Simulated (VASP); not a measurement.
# HfRu5 (F-43m) in VASP: further runs

Runs on HfRu5. Level: PBE. Tasks: single point.

All numbers are computed with VASP 6.6.1; they aren't measurements. Logs are shortened: lines on timing, memory, paths and dates and some standing lists are left out, and cuts for length are marked.

## Step 1: The cell of the first run

The structure is cubic, space group F-43m (No. 216). The conventional cell has a = 7.193 Å, b = 7.193 Å, c = 7.193 Å, α = 90.00°, β = 90.00°, γ = 90.00°. Hf (site symmetry -43m) has 16 Ru at 2.98 to 3.11 Å within 3.9 Å. Within 3.3 Å of Ru (site symmetry 3m) lie 9 Ru at 2.54 to 2.98 Å and 3 Hf at 2.98 Å. Ru (site symmetry -43m) has 12 Ru at 2.98 Å and 4 Hf at 3.11 Å within 3.9 Å.

The cell was generated, and may not be a known phase.

## Step 2: Single point, PBE

INCAR

```
SYSTEM = HfRu5
PREC = Accurate
ENCUT = 520
EDIFF = 1E-6
ISMEAR = 0
SIGMA = 0.1
LREAL = .False.
LASPH = .True.
NELM = 100
ALGO = Fast
ISIF = 2
LWAVE = .False.
LCHARG = .False.
GGA = PE
NBANDS = 49
```

KPOINTS

```
Automatic mesh
0
Gamma
  4 4 4
  0 0 0
```

POSCAR

```
HfRu5
1.0
    0.0000000000      3.5965513368      3.5965513368
    3.5965513368      0.0000000000      3.5965513368
    3.5965513368      3.5965513368      0.0000000000
Hf Ru
1 5
Direct
    0.0000000000      0.0000000000      0.0000000000
    0.6247421485      0.6247421485      0.6247421485
    0.6247421485      0.6247421485      0.1257735546
    0.6247421485      0.1257735546      0.6247421485
    0.1257735546      0.6247421485      0.6247421485
    0.2500000000      0.2500000000      0.2500000000
```

Potentials or basis: VASP PAW PBE potentials, release 64 (Hf_pv, Ru_pv).

Run with:

```
cat potpaw_PBE.64/Hf_pv/POTCAR potpaw_PBE.64/Ru_pv/POTCAR > POTCAR
mpirun -np 1 vasp_std > vasp.out
```

OUTCAR:

```text
SYSTEM = HfRu5
   PREC = Accurate
   ENCUT = 520
   EDIFF = 1E-6
   ISMEAR = 0
   LREAL = .False.
   LASPH = .True.
   NELM = 100
   ISIF = 2
   GGA = PE

 ion  position               nearest neighbor table
   1  0.000  0.000  0.000-   3 2.98   4 2.98   5 2.98   2 2.98   2 2.98   2 2.98   4 2.98   4 2.98
                             5 2.98   3 2.98   3 2.98   5 2.98   6 3.11   6 3.11   6 3.11   6 3.11
   2  0.625  0.625  0.625-   3 2.54   4 2.54   5 2.54   5 2.55   4 2.55   3 2.55   6 2.98   6 2.98
                             6 2.98   1 2.98   1 2.98   1 2.98
   3  0.625  0.625  0.126-   2 2.54   4 2.54   5 2.54   4 2.55   5 2.55   2 2.55   6 2.98   6 2.98
                             6 2.98   1 2.98   1 2.98   1 2.98
   4  0.625  0.126  0.625-   2 2.54   3 2.54   5 2.54   5 2.55   3 2.55   2 2.55   6 2.98   6 2.98
                             6 2.98   1 2.98   1 2.98   1 2.98
   5  0.126  0.625  0.625-   2 2.54   3 2.54   4 2.54   4 2.55   3 2.55   2 2.55   6 2.98   6 2.98
                             6 2.98   1 2.98   1 2.98   1 2.98
   6  0.250  0.250  0.250-   4 2.98   5 2.98   3 2.98   5 2.98   3 2.98   4 2.98   2 2.98   2 2.98
                             2 2.98   3 2.98   5 2.98   4 2.98   1 3.11   1 3.11   1 3.11   1 3.11

  LATTYP: Found a face centered cubic cell.
 ALAT       =     7.1931026736

  Lattice vectors:

 A1 = (   0.0000000000,   3.5965513368,   3.5965513368)
 A2 = (   3.5965513368,   0.0000000000,   3.5965513368)
 A3 = (   3.5965513368,   3.5965513368,   0.0000000000)

Analysis of symmetry for initial positions (statically):
=====================================================================
 Subroutine PRICEL returns:
 Original cell was already a primitive cell.

 Routine SETGRP: Setting up the symmetry group for a
 face centered cubic supercell.

 Subroutine GETGRP returns: Found 24 space group operations
 (whereof 24 operations were pure point group operations)
 out of a pool of 48 trial point group operations.

The static configuration has the point symmetry T_d .

Analysis of symmetry for dynamics (positions and initial velocities):
=====================================================================
 Subroutine PRICEL returns:
 Original cell was already a primitive cell.

 Routine SETGRP: Setting up the symmetry group for a
 face centered cubic supercell.

 Subroutine GETGRP returns: Found 24 space group operations
 (whereof 24 operations were pure point group operations)
 out of a pool of 48 trial point group operations.

The dynamic configuration has the point symmetry T_d .

 Subroutine INISYM returns: Found 24 space group operations
 (whereof 24 operations are pure point group operations),
 and found     1 'primitive' translations

----------------------------------------------------------------------------------------

                                     Primitive cell

  volume of cell :      93.0441

  direct lattice vectors                    reciprocal lattice vectors
     0.000000000  3.596551337  3.596551337    -0.139022067  0.139022067  0.139022067
     3.596551337  0.000000000  3.596551337     0.139022067 -0.139022067  0.139022067
     3.596551337  3.596551337  0.000000000     0.139022067  0.139022067 -0.139022067

  length of vectors
     5.086291678  5.086291678  5.086291678     0.240793283  0.240793283  0.240793283

  position of ions in fractional coordinates (direct lattice)
     0.000000000  0.000000000  0.000000000
     0.624742148  0.624742148  0.624742148
     0.624742148  0.624742148  0.125773555
     0.624742148  0.125773555  0.624742148
     0.125773555  0.624742148  0.624742148
     0.250000000  0.250000000  0.250000000

  ion indices of the primitive-cell ions
   primitive index   ion index
                 1           1
                 2           2
                 3           3
                 4           4
                 5           5
                 6           6

----------------------------------------------------------------------------------------

 KPOINTS: Automatic mesh

Automatic generation of k-mesh.
 Grid dimensions read from file:
 generate k-points for:    4    4    4

 Generating k-lattice:

  Cartesian coordinates                     Fractional coordinates (reciprocal lattice)
    -0.034755517  0.034755517  0.034755517     0.250000000  0.000000000  0.000000000
     0.034755517 -0.034755517  0.034755517     0.000000000  0.250000000  0.000000000
     0.034755517  0.034755517 -0.034755517     0.000000000  0.000000000  0.250000000

  Length of vectors
     0.060198321  0.060198321  0.060198321

  Shift w.r.t. Gamma in fractional coordinates (k-lattice)
     0.000000000  0.000000000  0.000000000

 Subroutine IBZKPT returns following result:
 ===========================================

 Found      8 irreducible k-points:

 Following reciprocal coordinates:
            Coordinates               Weight
  0.000000  0.000000  0.000000      1.000000
  0.250000  0.000000  0.000000      8.000000
  0.500000  0.000000  0.000000      4.000000
  0.250000  0.250000  0.000000      6.000000
  0.500000  0.250000  0.000000     24.000000
 -0.250000  0.250000  0.000000     12.000000
  0.500000  0.500000  0.000000      3.000000
 -0.250000  0.500000  0.250000      6.000000
   k-points           NKPTS =      8   k-points in BZ     NKDIM =      8   number of bands    NBANDS=     49
   number of dos      NEDOS =    301   number of ions     NIONS =      6
   total plane-waves  NPLWV =  64000
   dimension x,y,z NGX =    40 NGY =   40 NGZ =   40
   dimension x,y,z NGXF=    80 NGYF=   80 NGZF=   80
   ions per type =               1   5
   NGX,Y,Z   is equivalent  to a cutoff of  13.07, 13.07, 13.07 a.u.
   NGXF,Y,Z  is equivalent  to a cutoff of  26.15, 26.15, 26.15 a.u.
 SYSTEM =  HfRu5
   PREC   = accura    normal or accurate (medium, high low for compatibility)
   ISTART =      0    job   : 0-new  1-cont  2-samecut
   ICHARG =      2    charge: 1-file 2-atom 10-const
   ISPIN  =      1    spin polarized calculation?
   LNONCOLLINEAR =      F non collinear calculations
   LSORBIT =      F    spin-orbit coupling
   LASPH  =      T    aspherical Exc in radial PAW
   ENCUT  =  520.0 eV  38.22 Ry    6.18 a.u.   9.46  9.46  9.46*2*pi/ulx,y,z
   NELM   =    100;   NELMIN=  2; NELMDL= -5     # of ELM steps
   EDIFF  = 0.1E-05   stopping-criterion for ELM
   LREAL  =      F    real-space projection
[... 7 lines left out ...]
   TEBEG  =    0.0;   TEEND  =   0.0 temperature during run
   PSTRESS=    0.0 pullay stress
   NELECT =      80.0000    total number of electrons
   NUPDOWN=      -1.0000    fix difference up-down
   EMIN   =  10.00;   EMAX   =-10.00  energy-range for DOS
   EFERMI =   0.00;   METHOD = LEGACY
   ISMEAR =     0;   SIGMA  =   0.10  broadening in eV -4-tet -1-fermi 0-gaus
   EFERMI_NEDOS =   21; number of points for ismear=-14 and -15
   IALGO  =     68    algorithm
   IMIX   =      4    mixing-type and parameters
     AMIX     =   0.40;   BMIX     =  1.00
     AMIX_MAG =   1.60;   BMIX_MAG =  1.00
  volume/ion in A,a.u.               =      15.51       104.65
  Fermi-wavevector in a.u.,A,eV,Ry     =   1.556713  2.941761 32.971753  2.423355
  Thomas-Fermi vector in A             =   2.660469
   LORBIT       =      0    0 simple, 1 ext, 2 COOP (PROOUT), +10 PAW based schemes
   GGA     = PE    functional components
   LHFCALC =     F    Hartree Fock is set to
   AEXX    =    0.0000 exact exchange contribution
   IVDW    =     0    specifies the selected vdW correction
   LEPSILON=     F    determine dielectric tensor
   LRPA    =     F    only Hartree local field effects (RPA)
 non-spin polarized calculation
 RMM-DIIS sequential band-by-band and
 Gauss-broadening in eV      SIGMA  =   0.10
  energy-cutoff  :      520.00
  volume of cell :       93.04
 maximum number of plane-waves:      2525
 NGX is ok and might be reduce to    40
   NGX = 19   NGY = 19   NGZ = 19

 number of electron      80.0000018 magnetization

 Free energy of the ion-electron system (eV)
  ---------------------------------------------------
  ext. energy  EPLUGINS =         0.00000000
  ---------------------------------------------------
  free energy    TOTEN  =       -55.46539502 eV

  energy without entropy =      -55.42336600  energy(sigma->0) =      -55.44438051

 E-fermi :  10.3563     XC(G=0): -13.2308

 val. band max:       10.3174468957   @ k =   0.2500   0.0000   0.0000
 cond. band min:      10.3863972101   @ k =   0.2500   0.2500   0.0000
 fundamental gap:      0.0689503144
 Fermi energy:        10.3563441794

 k-point     1 :       0.0000    0.0000    0.0000
  band No.  band energies     occupation
      1     -33.6451      2.00000
      2     -32.9283      2.00000
      3     -32.9283      2.00000
      4     -32.9283      2.00000
      5     -32.6850      2.00000
      6     -32.6850      2.00000
[... 41 lines left out ...]
     48      13.1197      0.00000
     49      13.2568      0.00000

 k-point     2 :       0.2500    0.0000    0.0000
  band No.  band energies     occupation
      1     -33.5249      2.00000
      2     -32.8853      2.00000
      3     -32.8761      2.00000
      4     -32.8761      2.00000
      5     -32.6524      2.00000
      6     -32.6524      2.00000
[... 41 lines left out ...]
     48      13.4522      0.00000
     49      13.7819      0.00000

 k-point     3 :       0.5000    0.0000    0.0000
  band No.  band energies     occupation
      1     -33.3865      2.00000
      2     -32.8333      2.00000
      3     -32.8333      2.00000
      4     -32.7093      2.00000
      5     -32.6127      2.00000
      6     -32.5024      2.00000
[... 41 lines left out ...]
     48      13.1186      0.00000
     49      13.8319      0.00000

 k-point     4 :       0.2500    0.2500    0.0000
  band No.  band energies     occupation
      1     -33.4718      2.00000
      2     -32.9410      2.00000
      3     -32.8207      2.00000
      4     -32.8207      2.00000
      5     -32.6891      2.00000
      6     -32.6135      2.00000
[... 41 lines left out ...]
     48      13.3738      0.00000
     49      13.6790      0.00000

 k-point     5 :       0.5000    0.2500    0.0000
  band No.  band energies     occupation
      1     -33.2854      2.00000
      2     -32.9364      2.00000
      3     -32.7448      2.00000
      4     -32.7407      2.00000
      5     -32.5922      2.00000
      6     -32.5639      2.00000
[... 41 lines left out ...]
     48      13.4978      0.00000
     49      13.8556      0.00000

 k-point     6 :      -0.2500    0.2500    0.0000
  band No.  band energies     occupation
      1     -33.3632      2.00000
      2     -32.8892      2.00000
      3     -32.7908      2.00000
      4     -32.7908      2.00000
      5     -32.6582      2.00000
      6     -32.5545      2.00000
[... 41 lines left out ...]
     48      12.9461      0.00000
     49      13.9275      0.00000

 k-point     7 :       0.5000    0.5000    0.0000
  band No.  band energies     occupation
      1     -33.1140      2.00000
      2     -33.0982      2.00000
      3     -32.6111      2.00000
      4     -32.5876      2.00000
      5     -32.5733      2.00000
      6     -32.5733      2.00000
[... 41 lines left out ...]
     48      13.7897      0.00000
     49      13.8958      0.00000

 k-point     8 :      -0.2500    0.5000    0.2500
  band No.  band energies     occupation
      1     -33.0962      2.00000
      2     -33.0800      2.00000
      3     -32.7179      2.00000
      4     -32.7124      2.00000
      5     -32.5633      2.00000
      6     -32.5339      2.00000
[... 41 lines left out ...]
     48      13.1696      0.00000
     49      13.9653      0.00000

------------------------ aborting loop because EDIFF is reached ----------------------------------------

  FORCE on cell =-STRESS in cart. coord.  units (eV):
  Direction    XX          YY          ZZ          XY          YZ          ZX
  --------------------------------------------------------------------------------------
  -------------------------------------------------------------------------------------
  Total       -0.2579449     -0.2579449     -0.2579449     -0.0000000     -0.0000000      0.0000000
  in kB       -4.4416950     -4.4416950     -4.4416950     -0.0000000     -0.0000000      0.0000000
  external PRESSURE =      -4.4416950 kB  Pullay stress =       0.0000000 kB

 VOLUME and BASIS-vectors are now :
 -----------------------------------------------------------------------------
  energy-cutoff  :      520.00
  volume of cell :       93.04
      direct lattice vectors                 reciprocal lattice vectors
     0.000000000  3.596551337  3.596551337    -0.139022067  0.139022067  0.139022067
     3.596551337  0.000000000  3.596551337     0.139022067 -0.139022067  0.139022067
     3.596551337  3.596551337  0.000000000     0.139022067  0.139022067 -0.139022067

 POSITION                                       TOTAL-FORCE (eV/Angst)
 -----------------------------------------------------------------------------------
      0.00000      0.00000      0.00000         0.000000      0.000000      0.000000
      4.49383      4.49383      4.49383         0.006209      0.006209      0.006209
      2.69927      2.69927      4.49383        -0.006209     -0.006209      0.006209
      2.69927      4.49383      2.69927        -0.006209      0.006209     -0.006209
      4.49383      2.69927      2.69927         0.006209     -0.006209     -0.006209
      1.79828      1.79828      1.79828         0.000000      0.000000      0.000000
 -----------------------------------------------------------------------------------
    total drift:                               -0.000001     -0.000001     -0.000001

  FREE ENERGIE OF THE ION-ELECTRON SYSTEM (eV)
  ---------------------------------------------------
  free  energy   TOTEN  =       -55.4653950197 eV

  energy  without entropy=      -55.4233660005  energy(sigma->0) =      -55.44438051
```

Wall time 3.3 min (1 thread of Intel Xeon 8259CL, shared host); peak memory 0.21 GiB.

Results:

| Quantity | Value |
| --- | --- |
| Free energy | -55.4654 eV |
| Pressure | -0.4 GPa |
| Largest force | 0.011 eV/Å |
| Band gap on the k mesh | zero (bands 40 and 41 overlap by 0.27 eV) |

Forces in eV/Å, atoms in the order of the input:
```
Hf   0.000  0.000  0.000
Ru   0.006  0.006  0.006
Ru  -0.006 -0.006  0.006
Ru  -0.006  0.006 -0.006
Ru   0.006 -0.006 -0.006
Ru   0.000  0.000  0.000
```

Caveat: the k points lie up to 0.38 Å⁻¹ apart; spin-orbit coupling is left out, which moves the levels of the heavy elements.

## Step 3: Single point, PBE

This run uses another cell than the first one, of 16.47 Å³/atom.

INCAR

```
ALGO     = Normal         # electronic algorithm
EDIFF    = 1E-7           # SCF threshold, eV
ENCUT    = 520            # plane-wave cutoff, eV
GGA      = PE             # functional
ISIF     = 2              # what is computed and relaxed
ISMEAR   = 0              # smearing method
LASPH    = True           # aspherical terms in the spheres
LCHARG   = True           # write CHGCAR
LELF     = True           # ELF
LREAL    = False          # projectors in reciprocal space
LVHAR    = True         
LWAVE    = False          # write WAVECAR
NBANDS   = 49             # bands
NELM     = 60             # most SCF steps
PREC     = Accurate       # precision mode
SIGMA    = 0.1            # smearing width, eV
```

KPOINTS

```
k-points
0
Gamma
  4 4 4
```

POSCAR

```
HfRu5
1.0
    0.0000000000      3.6693649000      3.6693649000
    3.6693649000      0.0000000000      3.6693649000
    3.6693649000      3.6693649000      0.0000000000
Hf Ru
1 5
Direct
    0.0000000000      0.0000000000      0.0000000000
    0.6192676800      0.6192676800      0.6192676800
    0.6192676800      0.6192676800      0.1421969700
    0.6192676800      0.1421969700      0.6192676800
    0.1421969700      0.6192676800      0.6192676800
    0.2500000000      0.2500000000      0.2500000000
```

Potentials or basis: VASP PAW PBE potentials, release 64 (Hf_pv, Ru_pv).

Run with:

```
cat potpaw_PBE.64/Hf_pv/POTCAR potpaw_PBE.64/Ru_pv/POTCAR > POTCAR
mpirun -np 1 vasp_std > vasp.out
```

OUTCAR:

```text
EDIFF = 1E-7
   ENCUT = 520
   GGA = PE
   ISIF = 2
   ISMEAR = 0
   LASPH = True
   LREAL = False
   NELM = 60
   PREC = Accurate

 ion  position               nearest neighbor table
   1  0.000  0.000  0.000-   3 3.06   4 3.06   5 3.06   2 3.06   2 3.06   2 3.06   4 3.06   4 3.06
                             5 3.06   3 3.06   3 3.06   5 3.06   6 3.18   6 3.18   6 3.18   6 3.18
   2  0.619  0.619  0.619-   3 2.48   4 2.48   5 2.48   5 2.71   4 2.71   3 2.71   6 3.03   6 3.03
[... 613 lines left out ...]
  -------------------------------------------------------------------------------------
  Total       -6.6794680     -6.6794680     -6.6794680     -0.0000000      0.0000000     -0.0000000
  in kB     -108.3053103   -108.3053103   -108.3053103     -0.0000000      0.0000000     -0.0000000
  external PRESSURE =    -108.3053103 kB  Pullay stress =       0.0000000 kB

 VOLUME and BASIS-vectors are now :
 -----------------------------------------------------------------------------
  energy-cutoff  :      520.00
  volume of cell :       98.81
      direct lattice vectors                 reciprocal lattice vectors
     0.000000000  3.669364900  3.669364900    -0.136263363  0.136263363  0.136263363
     3.669364900  0.000000000  3.669364900     0.136263363 -0.136263363  0.136263363
     3.669364900  3.669364900  0.000000000     0.136263363  0.136263363 -0.136263363

 POSITION                                       TOTAL-FORCE (eV/Angst)
 -----------------------------------------------------------------------------------
      0.00000      0.00000      0.00000         0.000000      0.000000      0.000000
      4.54464      4.54464      4.54464         1.303606      1.303606      1.303606
      2.79409      2.79409      4.54464        -1.303606     -1.303606      1.303606
      2.79409      4.54464      2.79409        -1.303606      1.303606     -1.303606
      4.54464      2.79409      2.79409         1.303606     -1.303606     -1.303606
      1.83468      1.83468      1.83468         0.000000      0.000000      0.000000
 -----------------------------------------------------------------------------------
    total drift:                               -0.000074     -0.000074     -0.000074

  FREE ENERGIE OF THE ION-ELECTRON SYSTEM (eV)
  ---------------------------------------------------
  free  energy   TOTEN  =       -54.9030262258 eV

  energy  without entropy=      -54.8417851931  energy(sigma->0) =      -54.87240571
```

stdout:

```text
POSCAR found type information on POSCAR HfRu
 POSCAR found :  2 types and       6 ions
 scaLAPACK will be used
 LDA part: xc-table for (Slater+PW92), standard interpolation
 POSCAR, INCAR and KPOINTS ok, starting setup
 FFT: planning ... GRIDC
 FFT: planning ... GRID_SOFT
 FFT: planning ... GRID
 WAVECAR not read
 entering main loop
```

Wall time 3.2 min (1 thread of Intel Xeon 8259CL, shared host); peak memory 0.21 GiB.

Results:

```
Free energy            : -54.9030 eV
Pressure               : -10.8 GPa
Largest force          : 2.258 eV/Å
Band gap on the k mesh : zero (bands 40 and 41 overlap by 0.22 eV)
```

Forces on the atoms (eV/Å):
```
Hf   0.000  0.000  0.000
Ru   1.304  1.304  1.304
Ru  -1.304 -1.304  1.304
Ru  -1.304  1.304 -1.304
Ru   1.304 -1.304 -1.304
Ru   0.000  0.000  0.000
```

Caveat: the k points lie up to 0.37 Å⁻¹ apart; spin-orbit coupling is left out, which moves the levels of the heavy elements; forces of over 1 eV/Å act on the atoms, so gaps and moduli don't describe the material at rest.

The gap in the log of VASP goes by the Fermi energy; the results here count the filled bands.